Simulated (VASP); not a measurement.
# AlN in VASP: settings compared

Aim: see how the results for AlN move with the level of theory and the settings. Levels: HSE06, PBEsol. Tasks: single point, relaxation of the atoms.

Everything below comes from runs of VASP 6.6.1. Logs are shortened: lines on timing, memory, paths and dates and some standing lists are left out, and cuts for length are marked.

## 1. The cell of the first run

The cell holds a slab with vacuum, 12 atoms: a = 3.096 Å, b = 4.378 Å, c = 20.739 Å, α = 90.00°, β = 90.00°, γ = 90.00°.

## 2. Single point, HSE06

File POSCAR:

```
AlN
1.0
    2.1888610000     -2.1888610000      0.0000000000
    0.0000000000      0.0000000000      4.3777220000
  -14.6645410000    -14.6645410000      0.0000000000
Al N
6 6
Direct
    0.9982180000      0.0047200000      0.6143560000
    0.9977860000      0.9621640000      0.3231120000
    0.9980640000      0.0048310000      0.4634890000
    0.4981360000      0.5049210000      0.5365830000
    0.4983040000      0.4622860000      0.6769570000
    0.4979290000      0.5045920000      0.3857120000
    0.9981440000      0.2542720000      0.5376180000
    0.9982910000      0.2629850000      0.6861260000
    0.9979130000      0.2582630000      0.3877140000
    0.4980930000      0.7542020000      0.4624230000
    0.4982240000      0.7583650000      0.6123360000
    0.4978290000      0.7628610000      0.3139330000
```

File INCAR.step1:

```
SYSTEM = AlN
ALGO = Normal
EDIFF = 1E-5
ENCUT = 520
GGA = PE
ISIF = 2
ISMEAR = -1
LASPH = .True.
LCHARG = .False.
LREAL = .False.
LWAVE = .True.
NBANDS = 36
NELM = 80
PREC = Accurate
SIGMA = 0.05
```

File INCAR.step2:

```
SYSTEM = AlN
ALGO = Normal
EDIFF = 1E-6
ENCUT = 520
GGA = PE
HFSCREEN = 0.2079
ISIF = 2
ISMEAR = -1
ISTART = 1
LASPH = .True.
LCHARG = .False.
LHFCALC = .True.
LREAL = .False.
LWAVE = .False.
NBANDS = 36
NELM = 80
PREC = Accurate
PRECFOCK = Fast
SIGMA = 0.05
```

File KPOINTS:

```
k-points
0
Gamma
  4 3 1
  0 0 0
```

Potentials or basis: VASP PAW PBE potentials, release 64 (Al, N).

Run with:

```
$ cat potpaw_PBE.64/Al/POTCAR potpaw_PBE.64/N/POTCAR > POTCAR
$ cp INCAR.step1 INCAR
$ mpirun -np 1 vasp_std > vasp.out
$ cp INCAR.step2 INCAR
$ mpirun -np 1 vasp_std > vasp.out
```

OUTCAR:

```text
SYSTEM = AlN
   EDIFF = 1E-6
   ENCUT = 520
   GGA = PE
   HFSCREEN = 0.2079
   ISIF = 2
   ISMEAR = -1
   ISTART = 1
   LASPH = .True.
   LHFCALC = .True.
   LREAL = .False.
   NELM = 80
   PREC = Accurate
   PRECFOCK = Fast

 ion  position               nearest neighbor table
   1  0.998  0.005  0.614-   8 1.87  11 1.89  11 1.89   7 1.93   5 2.84   5 2.85   5 3.12   5 3.12
                             4 3.13   4 3.13   3 3.13   4 3.13   4 3.13
   2  0.998  0.962  0.323-  12 1.79  12 1.79   9 1.86   6 2.84   6 2.85   3 2.92   6 3.12   6 3.12

   3  0.998  0.005  0.463-   7 1.89  10 1.90  10 1.90   9 1.92   2 2.92   4 3.08   4 3.08   4 3.08
                             4 3.08   6 3.13   6 3.13   1 3.13   6 3.13   6 3.13
   4  0.498  0.505  0.537-  10 1.89   7 1.90   7 1.90  11 1.92   5 2.92   3 3.08   3 3.08   3 3.08
                             3 3.08   1 3.13   1 3.13   6 3.13   1 3.13   1 3.13
   5  0.498  0.462  0.677-   8 1.79   8 1.79  11 1.86   1 2.84   1 2.85   4 2.92   1 3.12   1 3.12

   6  0.498  0.505  0.386-  12 1.87   9 1.89   9 1.89  10 1.93   2 2.84   2 2.85   2 3.12   2 3.12
                             3 3.13   3 3.13   4 3.13   3 3.13   3 3.13
   7  0.998  0.254  0.538-   3 1.89   4 1.90   4 1.90   1 1.93
   8  0.998  0.263  0.686-   5 1.79   5 1.79   1 1.87
   9  0.998  0.258  0.388-   2 1.86   6 1.89   6 1.89   3 1.92
  10  0.498  0.754  0.462-   4 1.89   3 1.90   3 1.90   6 1.93
  11  0.498  0.758  0.612-   5 1.86   1 1.89   1 1.89   4 1.92
  12  0.498  0.763  0.314-   2 1.79   2 1.79   6 1.87

  LATTYP: Found a simple orthorhombic cell.
 ALAT       =     3.0955169123
 B/A-ratio  =     1.4142135624
 C/A-ratio  =     6.6996218581

  Lattice vectors:

 A1 = (   2.1888610000,  -2.1888610000,   0.0000000000)
 A2 = (   0.0000000000,   0.0000000000,   4.3777220000)
 A3 = ( -14.6645410000, -14.6645410000,   0.0000000000)

Analysis of symmetry for initial positions (statically):
=====================================================================
 Subroutine PRICEL returns:
 Original cell was already a primitive cell.

 Routine SETGRP: Setting up the symmetry group for a
 simple orthorhombic supercell.

 Subroutine GETGRP returns: Found  1 space group operations
 (whereof  1 operations were pure point group operations)
 out of a pool of  8 trial point group operations.

The static configuration has the point symmetry C_1 .

Analysis of symmetry for dynamics (positions and initial velocities):
=====================================================================
 Subroutine PRICEL returns:
 Original cell was already a primitive cell.
[... 132 lines left out ...]
  Fermi-wavevector in a.u.,A,eV,Ry     =   0.908309  1.716455 11.225151  0.825025
  Thomas-Fermi vector in A             =   2.032220
   LORBIT       =      0    0 simple, 1 ext, 2 COOP (PROOUT), +10 PAW based schemes
   GGA     = PE    functional components
   LHFCALC =     T    Hartree Fock is set to
   PRECFOCK=fast      Normal, Fast or Accurate (Low or Medium for compatibility)
   ENCUT4O =  -1.0   cutoff for four orbital integrals eV
   NKREDX  =     1    reduce k-point grid by
   NKREDY  =     1    reduce k-point grid by
   NKREDZ  =     1    reduce k-point grid by
   AEXX    =    0.2500 exact exchange contribution
   HFSCREEN=    0.2079 screening length (either q_TF or 0.3 A-1)
   HFSCREENC=   0.2079 screening length for correlation (either q_TF or 0.3 A-1)
   ENCUTFOCK=  -1.0 apply spherical cutoff to Coloumb kernel
   IVDW    =     0    specifies the selected vdW correction
   LEPSILON=     F    determine dielectric tensor
   LRPA    =     F    only Hartree local field effects (RPA)
 non-spin polarized calculation
  energy-cutoff  :      520.00
  volume of cell :      281.04
 maximum number of plane-waves:      7632
 NGX is ok and might be reduce to    24
  NGX = 14; NGY = 20; NGZ = 96

 number of electron      47.9999999 magnetization

 Free energy of the ion-electron system (eV)
  ---------------------------------------------------
  ext. energy  EPLUGINS =         0.00000000
  ---------------------------------------------------
  free energy    TOTEN  =      -100.21860786 eV

  energy without entropy =     -100.21860786  energy(sigma->0) =     -100.21860786

 E-fermi :   0.0220     XC(G=0):  -4.8041

 val. band max:       -1.1432786664   @ k =   0.5000   0.3333   0.0000
 cond. band min:       2.7384519280   @ k =   0.0000   0.0000   0.0000
 fundamental gap:      3.8817305944
 Fermi energy:         0.0219724012

 k-point     1 :       0.0000    0.0000    0.0000
  band No.  band energies     occupation
      1     -17.8737      2.00000
      2     -17.2566      2.00000
      3     -16.2331      2.00000
      4     -15.3691      2.00000
      5     -15.0946      2.00000
      6     -15.0494      2.00000
[... 262 lines left out ...]
     35       9.3687      0.00000
     36       9.3694      0.00000

------------------------ aborting loop because EDIFF is reached ----------------------------------------

  FORCE on cell =-STRESS in cart. coord.  units (eV):
  Direction    XX          YY          ZZ          XY          YZ          ZX
  --------------------------------------------------------------------------------------
  -------------------------------------------------------------------------------------
  Total       -0.0390000     -0.0556262     -1.5514725     -1.2276054     -0.0029979      0.0007982
  in kB       -0.2223362     -0.3171212     -8.8448371     -6.9984933     -0.0170908      0.0045504
  external PRESSURE =      -3.1280982 kB  Pullay stress =       0.0000000 kB

 VOLUME and BASIS-vectors are now :
 -----------------------------------------------------------------------------
  energy-cutoff  :      520.00
  volume of cell :      281.04
      direct lattice vectors                 reciprocal lattice vectors
     2.188861000 -2.188861000  0.000000000     0.228429306 -0.228429306  0.000000000
     0.000000000  0.000000000  4.377722000     0.000000000  0.000000000  0.228429306
   -14.664541000-14.664541000  0.000000000    -0.034095851 -0.034095851  0.000000000

 POSITION                                       TOTAL-FORCE (eV/Angst)
 -----------------------------------------------------------------------------------
     -6.82429    -11.19421      0.02066        -0.017102     -0.017808     -0.033198
     -2.55427     -6.92230      4.21209        -0.011815     -0.018306     -0.159232
     -4.61223     -8.98148      0.02115        -0.011650     -0.012620     -0.001191
     -6.77839     -8.95909      2.21040         0.020357      0.019745     -0.005482
     -8.83655    -11.01798      2.02376         0.016410      0.018872     -0.157207
     -4.56639     -6.74619      2.20896         0.022794      0.023804     -0.032393
     -5.69912    -10.06872      1.11313         0.007273      0.007583      0.018898
     -7.87660    -12.24684      1.15128         0.121182      0.120420      0.204152
     -3.50136     -7.86994      1.13060         0.020553      0.019369     -0.029827
     -5.69096     -7.87148      3.30169        -0.017316     -0.014695      0.021022
     -7.88908    -10.07017      3.31991        -0.026042     -0.025818     -0.029587
     -3.51400     -5.69336      3.33959        -0.124643     -0.120546      0.204044
 -----------------------------------------------------------------------------------
    total drift:                               -0.000011      0.000022     -0.000869

  FREE ENERGIE OF THE ION-ELECTRON SYSTEM (eV)
  ---------------------------------------------------
  free  energy   TOTEN  =      -100.2186078558 eV

  energy  without entropy=     -100.2186078557  energy(sigma->0) =     -100.21860786
```

OSZICAR.step1:

```text
N       E                     dE             d eps       ncg     rms          rms(c)
DAV:   1     0.313503731234E+03    0.31350E+03   -0.19460E+04   504   0.109E+03
DAV:   2    -0.513671357651E+02   -0.36487E+03   -0.34612E+03   712   0.246E+02
DAV:   3    -0.100764095798E+03   -0.49397E+02   -0.48799E+02   632   0.945E+01
[... 14 lines left out ...]
DAV:  18    -0.851872362439E+02   -0.41211E-03   -0.30989E-05   480   0.247E-02    0.750E-03
DAV:  19    -0.851875068188E+02   -0.27057E-03   -0.26145E-05   468   0.172E-02    0.312E-03
DAV:  20    -0.851875428747E+02   -0.36056E-04   -0.23798E-06   400   0.653E-03    0.106E-03
DAV:  21    -0.851875653825E+02   -0.22508E-04   -0.18523E-06   364   0.431E-03    0.738E-04
DAV:  22    -0.851875714242E+02   -0.60417E-05   -0.66575E-07   400   0.205E-03
   1 F= -.85187571E+02 E0= -.85187571E+02  d E =-.800751E-10
```

It took 20 min on 1 thread of Intel Xeon Platinum 8375C at 2.90GHz (Ice Lake), shared host; peak memory 0.53 GiB.

What came out:

| Property | Result |
| --- | --- |
| Free energy | -100.2186 eV |
| Largest force | 0.268 eV/Å |
| Band gap on the k mesh | 3.88 eV (least direct gap 4.17 eV) |

Forces on the atoms (eV/Å):
```
Al  -0.017 -0.018 -0.033
Al  -0.012 -0.018 -0.159
Al  -0.012 -0.013 -0.001
Al   0.020  0.020 -0.005
Al   0.016  0.019 -0.157
Al   0.023  0.024 -0.032
N    0.007  0.008  0.019
N    0.121  0.120  0.204
N    0.021  0.019 -0.030
N   -0.017 -0.015  0.021
N   -0.026 -0.026 -0.030
N   -0.125 -0.121  0.204
```

Caveat: the k points lie up to 0.51 Å⁻¹ apart; the PAW data sets were made with another functional, which shifts forces and pressure a little.

## 3. Relaxation of the atoms, PBEsol

File INCAR:

```
SYSTEM = AlN
PREC     = Accurate       ! precision mode
ENCUT    = 520            ! plane-wave cutoff, eV
EDIFF    = 1E-6           ! SCF threshold, eV
ISMEAR   = -1             ! smearing method
SIGMA    = 0.05           ! smearing width, eV
LREAL    = .FALSE.        ! projectors in reciprocal space
LASPH    = .TRUE.         ! aspherical terms in the spheres
NELM     = 60             ! most SCF steps
ALGO     = Normal         ! electronic algorithm
ISIF     = 2              ! what is computed and relaxed
LWAVE    = .FALSE.        ! write WAVECAR
LCHARG   = .FALSE.        ! write CHGCAR
GGA      = PS             ! functional
IBRION   = 2              ! ionic algorithm
NSW      = 100            ! ionic steps
EDIFFG   = -0.03          ! ionic threshold
```

File KPOINTS:

```
Automatic mesh
0
G
  6 4 1
  0 0 0
```

File POSCAR:

```
AlN
1.0
    2.1888610000     -2.1888610000      0.0000000000
    0.0000000000      0.0000000000      4.3777220000
  -14.6645410000    -14.6645410000      0.0000000000
Al N
6 6
Direct
    0.9898300000      0.9986590000      0.6103870000
    0.9862390000      0.9989070000      0.3145960000
    0.0013860000      0.0074500000      0.4624460000
    0.4980590000      0.4973690000      0.5357110000
    0.5094820000      0.4917890000      0.6878300000
    0.4914110000      0.4973000000      0.3876040000
    0.0083280000      0.2462150000      0.5362020000
    0.0087320000      0.2537630000      0.6873340000
    0.0060000000      0.2461130000      0.3879150000
    0.4938660000      0.7517720000      0.4630660000
    0.4939280000      0.7501420000      0.6131220000
    0.4896690000      0.7549840000      0.3141440000
```

Potentials or basis: VASP PAW PBE potentials, release 64 (Al, N).

Run with:

```
$ cat potpaw_PBE.64/Al/POTCAR potpaw_PBE.64/N/POTCAR > POTCAR
$ mpirun -np 1 vasp_std > vasp.out
```

Wall time 38 min (1 thread of Oxide Virtual Turin-like, shared host); peak memory 0.39 GiB.

It converged, with:

```
Free energy                  : -89.5373 eV
Energy gained by relaxing    : 76.3 meV/atom
Ionic steps                  : 18
Largest force after relaxing : 0.021 eV/Å
Band gap on the k mesh       : 2.63 eV (least direct gap 2.91 eV)
```

Forces on the atoms (eV/Å):
```
Al  -0.005  0.003 -0.013
Al   0.001 -0.001  0.003
Al  -0.003 -0.011 -0.013
Al   0.006  0.018 -0.008
Al   0.000  0.011  0.018
Al   0.010  0.008 -0.006
N   -0.001  0.004 -0.001
N    0.005  0.000  0.019
N   -0.003 -0.015 -0.004
N   -0.004 -0.009 -0.006
N   -0.003  0.004  0.000
N   -0.002 -0.012  0.012
```

Step by step:
| step | energy change (eV) | largest force (eV/Å) | pressure (GPa) |
| --- | --- | --- | --- |
| 1 | 0.0000 | 2.8997 | -2.25 |
| 2 | -0.7314 | 1.1385 | -0.75 |
| 3 | -0.7330 | 1.0916 | -0.66 |
| 4 | -0.8677 | 0.5519 | -0.18 |
| 5 | -0.8678 | 0.5682 | -0.17 |
| 6 | -0.8906 | 0.3669 | -0.01 |
| 7 | -0.8937 | 0.2331 | -0.06 |
| 8 | -0.9037 | 0.1650 | 0.02 |
| 9 | -0.9044 | 0.2652 | 0.05 |
| 10 | -0.9098 | 0.2043 | 0.18 |
| 11 | -0.9098 | 0.1973 | 0.17 |
| 12 | -0.9127 | 0.0780 | 0.29 |
| 13 | -0.9128 | 0.0853 | 0.31 |
| 14 | -0.9142 | 0.0571 | 0.38 |
| 15 | -0.9144 | 0.0858 | 0.43 |
| 16 | -0.9151 | 0.0410 | 0.49 |
| 17 | -0.9151 | 0.0404 | 0.49 |
| 18 | -0.9153 | 0.0209 | 0.52 |

Final structure:
```
CELL_PARAMETERS angstrom
2.18886 -2.18886 0.00000
0.00000 0.00000 4.37772
-14.66454 -14.66454 0.00000
ATOMIC_POSITIONS crystal
Al 0.00098 0.00444 0.61436
Al 0.99438 0.96236 0.32301
Al 0.99707 0.00552 0.46341
Al 0.49944 0.50526 0.53663
Al 0.50149 0.46135 0.67705
Al 0.49521 0.50510 0.38570
N 0.99938 0.25444 0.53766
N 0.00143 0.26176 0.68628
N 0.99514 0.25877 0.38763
N 0.49711 0.75471 0.46241
N 0.50096 0.75803 0.61243
N 0.49433 0.76272 0.31378
```

Levels at points of the mesh, in eV from the valence-band top:
```
           k point  band 22  band 23  band 24  band 25  band 26  band 27
(0.00, 0.00, 0.00)    -0.52    -0.35    -0.28     2.63     3.12     3.32
(0.50, 0.00, 0.00)    -1.45    -0.05    -0.05     2.93     2.94     4.28
(0.00, 0.50, 0.00)    -0.97    -0.32    -0.32     3.90     3.90     5.59
(0.50, 0.50, 0.00)    -1.12     0.00     0.00     4.26     4.27     5.69
```

Caveat: the PAW data sets were made with another functional, which shifts forces and pressure a little.
